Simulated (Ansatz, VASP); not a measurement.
# One calculation of La2Fe2S2O3, two programs

File INCAR:

```
SYSTEM = La2Fe2S2O3
ALGO = Normal
EDIFF = 1E-6
ENCUT = 600
GGA_COMPAT = .False.
ISIF = 2
ISMEAR = 0
ISPIN = 2
KPAR = 4
LASPH = .True.
LCHARG = .False.
LDAU = .True.
LDAUJ = 0.7 0 0 0
LDAUL = 2 -1 -1 -1
LDAUPRINT = 1
LDAUTYPE = 1
LDAUU = 3 0 0 0
LMAXMIX = 6
LORBIT = 11
LREAL = .False.
LWAVE = .False.
MAGMOM = 4 -4 0 0 0 0 0 0 0
NBANDS = 48
NELM = 200
PREC = Accurate
SIGMA = 0.05
```

Contents of KPOINTS:

```
k-points
0
Gamma
  7 7 7
  0 0 0
```

Contents of POSCAR:

```
La2Fe2S2O3
1.0
   -2.0238769700      2.0238769700      9.0922218800
    2.0238769700     -2.0238769700      9.0922218800
    2.0238769700      2.0238769700     -9.0922218800
Fe La O S
2 2 3 2
Direct
    0.5000000000      0.0000000000      0.5000000000
    0.0000000000      0.5000000000      0.5000000000
    0.1818010000      0.1818010000      0.0000000000
    0.8181990000      0.8181990000      0.0000000000
    0.7500000000      0.2500000000      0.5000000000
    0.2500000000      0.7500000000      0.5000000000
    0.0000000000      0.0000000000      0.0000000000
    0.4049150000      0.4049150000      0.0000000000
    0.5950850000      0.5950850000      0.0000000000
```

Input for Ansatz:

```yaml
crystal:
  lattice:
    - [-2.02387697, 2.02387697, 9.09222188]
    - [2.02387697, -2.02387697, 9.09222188]
    - [2.02387697, 2.02387697, -9.09222188]
  atoms:
    - { symbol: Fe, position: [0.5, 0.0, 0.5], spin: 4.0 }
    - { symbol: Fe, position: [0.0, 0.5, 0.5], spin: -4.0 }
    - { symbol: La, position: [0.181801, 0.181801, 0.0] }
    - { symbol: La, position: [0.818199, 0.818199, 0.0] }
    - { symbol: O, position: [0.75, 0.25, 0.5] }
    - { symbol: O, position: [0.25, 0.75, 0.5] }
    - { symbol: O, position: [0.0, 0.0, 0.0] }
    - { symbol: S, position: [0.404915, 0.404915, 0.0] }
    - { symbol: S, position: [0.595085, 0.595085, 0.0] }
basis:
  ecutwfc: 420
  ecutrho_ratio: 4
kpoints:
  mp_grid: { grid: [7, 7, 7] }
hamiltonian:
  xc: lda
  hubbard:
    sites:
      - { site: 0, l: d, u: 3.0, j: 0.7 }
      - { site: 1, l: d, u: 3.0, j: 0.7 }
scf:
  occupations: { method: gaussian, width: 0.05 }
  lower_state_search: "off"
  max_iter: 150
output:
  forces: true
  stress: true
  eigenvalues: true
  populations: true
  hubbard: { sites: [{ site: 0, l: d }, { site: 1, l: d }] }
magnetization:
  spin_polarized: true
```

Alike in both runs: task single point; functional LDA; k mesh 7 × 7 × 7; occupations gaussian, width 0.05 eV; collinear spin; Hubbard terms Fe d U = 3.0 eV, J = 0.7 eV.

|  | VASP | Ansatz |
| --- | --- | --- |
| version | VASP 6.6.1 | Ansatz 0.2.0 |
| potentials or method | VASP PAW LDA potentials, release 64 (Fe, La, O, S), cutoff 600 eV | scalar-relativistic, plane waves, PAW |
| valence electrons in the cell | 68 | 84 |

|  | VASP | Ansatz | Ansatz less VASP |
| --- | --- | --- | --- |
| gap on the k mesh at the Fermi level (eV) | 1.13 | 1.25 | +0.122 |
| least direct gap on the mesh (eV) | 1.22 | 1.33 | +0.115 |
| pressure (GPa) | -8.9 | -8.2 | +0.65 |
| traceless stress, the component that is largest in VASP (GPa) | 1.11 | 0.94 | -0.179 |
| rms of the force components (eV/Å) | 0.185 | 0.177 | -0.0074 |
| net moment per atom (μB) | 0.00 | 0.00 | 0.000 |
| size of the moment on the site where the two differ most (μB) | 3.45 | 3.16 | -0.295 |

LDA's correlation is that of Perdew and Zunger in VASP and of Perdew and Wang (1992) in Ansatz. Site moments also hang on the region over which each program counts them. The programs project onto different local orbitals, so the same U acts differently, and such runs can settle in different states. Atom by atom the forces differ by 0.018 eV/Å (rms over components). VASP's potentials hold 68 valence electrons a cell and Ansatz's 84, so a difference there can come from the potentials and not from the codes.

Neither program's run includes spin-orbit coupling.
